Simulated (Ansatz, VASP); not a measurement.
MoS2 in VASP and in Ansatz

```xyz
3
Lattice="1.5855 0.9154 6.1150 -1.5855 0.9154 6.1150 0.0000 -1.8308 6.1150" Properties=species:S:1:pos:R:3 pbc="T T T"
Mo    0.0000    0.0000    0.0000
S     0.0000    0.0000   13.7587
S     0.0000    0.0000    4.5862
```

Alike in both runs: task electric field gradients; functional PBE; k mesh 15 × 15 × 15; occupations fermi-dirac, width 0.05 eV; no spin polarisation.

|  | VASP | Ansatz |
| --- | --- | --- |
| version | VASP 6.6.1 | Ansatz 0.2.0 |
| potentials or method | VASP PAW PBE potentials, release 64 (Mo_sv, S), cutoff 520 eV | all-electron PAW with datasets made for the crystal, scalar-relativistic |

|  | VASP | Ansatz | Ansatz less VASP |
| --- | --- | --- | --- |
| pressure (GPa) | 7.9 | 8.0 | +0.15 |
| traceless stress, the component that is largest in VASP (GPa) | 2.64 | 2.63 | -0.004 |
| rms of the force components (eV/Å) | 0.463 | 0.469 | +0.0054 |
| size of Vzz on the site where it differs most (V/Å²) | 101.8 | 108.0 | +6.17 |

Atom by atom the forces differ by 0.005 eV/Å (rms over components). Ansatz ran all-electron here, and VASP with PAW potentials.
